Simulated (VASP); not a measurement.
# Re (Pm-3m) in VASP: a series of runs, part 2 of 2

VASP 6.6.1. Earlier steps stand in the parts before.

### 3 Single point, PBE

INCAR reads:

```
PREC     = Accurate       # precision mode
ENCUT    = 520            # plane-wave cutoff, eV
EDIFF    = 1E-6           # SCF threshold, eV
ISMEAR   = -1             # smearing method
SIGMA    = 0.08           # smearing width, eV
LREAL    = F              # projectors in reciprocal space
LASPH    = T              # aspherical terms in the spheres
NELM     = 60             # most SCF steps
ALGO     = Normal         # electronic algorithm
ISIF     = 2              # what is computed and relaxed
LWAVE    = F              # write WAVECAR
LCHARG   = F              # write CHGCAR
GGA      = PE             # functional
NBANDS   = 10             # bands
```

KPOINTS reads:

```
regular mesh
0
Gamma
  15 15 15
```

POSCAR reads:

```
Re
1.0
    2.5782345987      0.0000000000      0.0000000000
    0.0000000000      2.5782345987      0.0000000000
    0.0000000000      0.0000000000      2.5782345987
Re
1
Direct
    0.0000000000      0.0000000000      0.0000000000
```

Potentials or basis: VASP PAW PBE potentials, release 64 (Re).

Run with:

```bash
$ cat potpaw_PBE.64/Re/POTCAR > POTCAR
$ mpirun -np 1 vasp_std > vasp.out
```

OUTCAR:

```text
PREC = Accurate
   ENCUT = 520
   EDIFF = 1E-6
   ISMEAR = -1
   LREAL = F
   LASPH = T
   NELM = 60
   ISIF = 2
   GGA = PE

 ion  position               nearest neighbor table
   1  0.000  0.000  0.000-

  LATTYP: Found a simple cubic cell.
 ALAT       =     2.5782345987

  Lattice vectors:

 A1 = (   2.5782345987,   0.0000000000,   0.0000000000)
 A2 = (   0.0000000000,   2.5782345987,   0.0000000000)
 A3 = (   0.0000000000,   0.0000000000,   2.5782345987)

Analysis of symmetry for initial positions (statically):
=====================================================================
 Subroutine PRICEL returns:
 Original cell was already a primitive cell.

 Routine SETGRP: Setting up the symmetry group for a
 simple cubic supercell.

 Subroutine GETGRP returns: Found 48 space group operations
 (whereof 48 operations were pure point group operations)
 out of a pool of 48 trial point group operations.

The static configuration has the point symmetry O_h .

Analysis of symmetry for dynamics (positions and initial velocities):
=====================================================================
 Subroutine PRICEL returns:
 Original cell was already a primitive cell.

 Routine SETGRP: Setting up the symmetry group for a
 simple cubic supercell.

 Subroutine GETGRP returns: Found 48 space group operations
 (whereof 48 operations were pure point group operations)
 out of a pool of 48 trial point group operations.

The dynamic configuration has the point symmetry O_h .

 Subroutine INISYM returns: Found 48 space group operations
 (whereof 48 operations are pure point group operations),
 and found     1 'primitive' translations

----------------------------------------------------------------------------------------

                                     Primitive cell

  volume of cell :      17.1383

  direct lattice vectors                    reciprocal lattice vectors
     2.578234599  0.000000000  0.000000000     0.387862299  0.000000000  0.000000000
     0.000000000  2.578234599  0.000000000     0.000000000  0.387862299  0.000000000
     0.000000000  0.000000000  2.578234599     0.000000000  0.000000000  0.387862299

  length of vectors
     2.578234599  2.578234599  2.578234599     0.387862299  0.387862299  0.387862299

  position of ions in fractional coordinates (direct lattice)
     0.000000000  0.000000000  0.000000000

  ion indices of the primitive-cell ions
   primitive index   ion index
                 1           1

----------------------------------------------------------------------------------------

 KPOINTS: regular mesh

Automatic generation of k-mesh.
 Grid dimensions read from file:
 generate k-points for:   15   15   15

 Generating k-lattice:

  Cartesian coordinates                     Fractional coordinates (reciprocal lattice)
     0.025857487  0.000000000  0.000000000     0.066666667  0.000000000  0.000000000
     0.000000000  0.025857487  0.000000000     0.000000000  0.066666667  0.000000000
     0.000000000  0.000000000  0.025857487     0.000000000  0.000000000  0.066666667

  Length of vectors
     0.025857487  0.025857487  0.025857487

  Shift w.r.t. Gamma in fractional coordinates (k-lattice)
     0.000000000  0.000000000  0.000000000

 Subroutine IBZKPT returns following result:
 ===========================================

 Found    120 irreducible k-points:

 Following reciprocal coordinates:
            Coordinates               Weight
  0.000000  0.000000  0.000000      1.000000
  0.066667  0.000000  0.000000      6.000000
  0.133333  0.000000  0.000000      6.000000
  0.200000  0.000000  0.000000      6.000000
  0.266667  0.000000  0.000000      6.000000
  0.333333  0.000000  0.000000      6.000000
[... 16 lines left out ...]
  0.266667  0.200000  0.000000     24.000000
  0.333333  0.200000  0.000000     24.000000
 [... further k-points ...]
   k-points           NKPTS =    120   k-points in BZ     NKDIM =    120   number of bands    NBANDS=     10
   number of dos      NEDOS =    301   number of ions     NIONS =      1
   total plane-waves  NPLWV =   8000
   dimension x,y,z NGX =    20 NGY =   20 NGZ =   20
   dimension x,y,z NGXF=    40 NGYF=   40 NGZF=   40
   ions per type =               1
   NGX,Y,Z   is equivalent  to a cutoff of  12.90, 12.90, 12.90 a.u.
   NGXF,Y,Z  is equivalent  to a cutoff of  25.79, 25.79, 25.79 a.u.
 SYSTEM =  unknown system
   PREC   = accura    normal or accurate (medium, high low for compatibility)
   ISTART =      0    job   : 0-new  1-cont  2-samecut
   ICHARG =      2    charge: 1-file 2-atom 10-const
   ISPIN  =      1    spin polarized calculation?
   LNONCOLLINEAR =      F non collinear calculations
   LSORBIT =      F    spin-orbit coupling
   LASPH  =      T    aspherical Exc in radial PAW
   ENCUT  =  520.0 eV  38.22 Ry    6.18 a.u.   4.79  4.79  4.79*2*pi/ulx,y,z
   NELM   =     60;   NELMIN=  2; NELMDL= -5     # of ELM steps
   EDIFF  = 0.1E-05   stopping-criterion for ELM
   LREAL  =      F    real-space projection
   EDIFFG = 0.1E-04   stopping-criterion for IOM
   NSW    =      0    number of steps for IOM
   IBRION =     -1    ionic relax: 0-MD 1-quasi-New 2-CG
   NFREE  =      0    steps in history (QN), initial steepest desc. (CG)
   ISIF   =      2    stress and relaxation
   ISYM   =      2    0-nonsym 1-usesym 2-fastsym
   POTIM  = 0.5000    time-step for ionic-motion
   TEBEG  =    0.0;   TEEND  =   0.0 temperature during run
   PSTRESS=    0.0 pullay stress
   NELECT =       7.0000    total number of electrons
   NUPDOWN=      -1.0000    fix difference up-down
   EMIN   =  10.00;   EMAX   =-10.00  energy-range for DOS
   EFERMI =   0.00;   METHOD = LEGACY
   ISMEAR =    -1;   SIGMA  =   0.08  broadening in eV -4-tet -1-fermi 0-gaus
   EFERMI_NEDOS =   21; number of points for ismear=-14 and -15
   IALGO  =     38    algorithm
   IMIX   =      4    mixing-type and parameters
     AMIX     =   0.40;   BMIX     =  1.00
     AMIX_MAG =   1.60;   BMIX_MAG =  1.00
  volume/ion in A,a.u.               =      17.14       115.65
  Fermi-wavevector in a.u.,A,eV,Ry     =   1.214652  2.295359 20.073745  1.475379
  Thomas-Fermi vector in A             =   2.350064
   LORBIT       =      0    0 simple, 1 ext, 2 COOP (PROOUT), +10 PAW based schemes
   GGA     = PE    functional components
   LHFCALC =     F    Hartree Fock is set to
   AEXX    =    0.0000 exact exchange contribution
   IVDW    =     0    specifies the selected vdW correction
   LEPSILON=     F    determine dielectric tensor
   LRPA    =     F    only Hartree local field effects (RPA)
 non-spin polarized calculation
  energy-cutoff  :      520.00
  volume of cell :       17.14
 maximum number of plane-waves:       472
 NGX is ok and might be reduce to    20
   NGX =  9   NGY =  9   NGZ =  9

 number of electron       7.0000001 magnetization

 Free energy of the ion-electron system (eV)
  ---------------------------------------------------
  ext. energy  EPLUGINS =         0.00000000
  ---------------------------------------------------
  free energy    TOTEN  =       -11.06423405 eV

  energy without entropy =      -11.03421622  energy(sigma->0) =      -11.04922514

 E-fermi :   6.7043     XC(G=0): -12.7421

 val. band max:        6.7042557589   @ k =   0.4000   0.3333   0.0667
 cond. band min:       6.7161091913   @ k =   0.4000   0.3333   0.2667
 fundamental gap:      0.0118534324
 Fermi energy:         6.7042665854

 k-point     1 :       0.0000    0.0000    0.0000
  band No.  band energies     occupation
      1      -2.5472      2.00000
      2       1.3129      2.00000
      3       1.3129      2.00000
      4      10.1149      0.00000
      5      10.1149      0.00000
      6      10.1149      0.00000
      7      21.9444      0.00000
      8      21.9444      0.00000
      9      21.9444      0.00000
     10      27.9102      0.00000

 k-point     2 :       0.0667    0.0000    0.0000
  band No.  band energies     occupation
      1      -2.4005      2.00000
      2       1.3487      2.00000
      3       1.4673      2.00000
      4       9.8981      0.00000
      5       9.8981      0.00000
      6      10.1306      0.00000
      7      21.0938      0.00000
      8      22.2525      0.00000
      9      22.2525      0.00000
     10      28.5385      0.00000
[... 274 lines left out ...]
 k-point    24 :       0.3333    0.2000    0.0000
  band No.  band energies     occupation
      1       0.8886      2.00000
      2       2.8337      2.00000
      3       4.3679      2.00000
      4       7.0512      0.02582
      5       7.4529      0.00017
      6       9.0407      0.00000
      7      16.4420      0.00000
      8      21.4757      0.00000
      9      24.7633      0.00000
     10      29.2839      0.00000

 [... further k-points ...]
[... 5 lines left out ...]
  --------------------------------------------------------------------------------------
  -------------------------------------------------------------------------------------
  Total       -0.1118790     -0.1118790     -0.1118790      0.0000000      0.0000000      0.0000000
  in kB      -10.4590401    -10.4590401    -10.4590401      0.0000000      0.0000000      0.0000000
  external PRESSURE =     -10.4590401 kB  Pullay stress =       0.0000000 kB

 VOLUME and BASIS-vectors are now :
 -----------------------------------------------------------------------------
  energy-cutoff  :      520.00
  volume of cell :       17.14
      direct lattice vectors                 reciprocal lattice vectors
     2.578234599  0.000000000  0.000000000     0.387862299  0.000000000  0.000000000
     0.000000000  2.578234599  0.000000000     0.000000000  0.387862299  0.000000000
     0.000000000  0.000000000  2.578234599     0.000000000  0.000000000  0.387862299

 POSITION                                       TOTAL-FORCE (eV/Angst)
 -----------------------------------------------------------------------------------
      0.00000      0.00000      0.00000         0.000000      0.000000      0.000000
 -----------------------------------------------------------------------------------
    total drift:                                0.000000      0.000000      0.000000

  FREE ENERGIE OF THE ION-ELECTRON SYSTEM (eV)
  ---------------------------------------------------
  free  energy   TOTEN  =       -11.0642340485 eV

  energy  without entropy=      -11.0342162218  energy(sigma->0) =      -11.04922514
```

It took 11 s on 1 thread of Intel Xeon Platinum 8375C at 2.90GHz (Ice Lake), shared host; peak memory 0.13 GiB.

Results:

```yaml
Free_energy: -11.0642 eV
Pressure: -1.0 GPa
```

Caveat: spin-orbit coupling is left out, which moves the levels of the heavy elements.
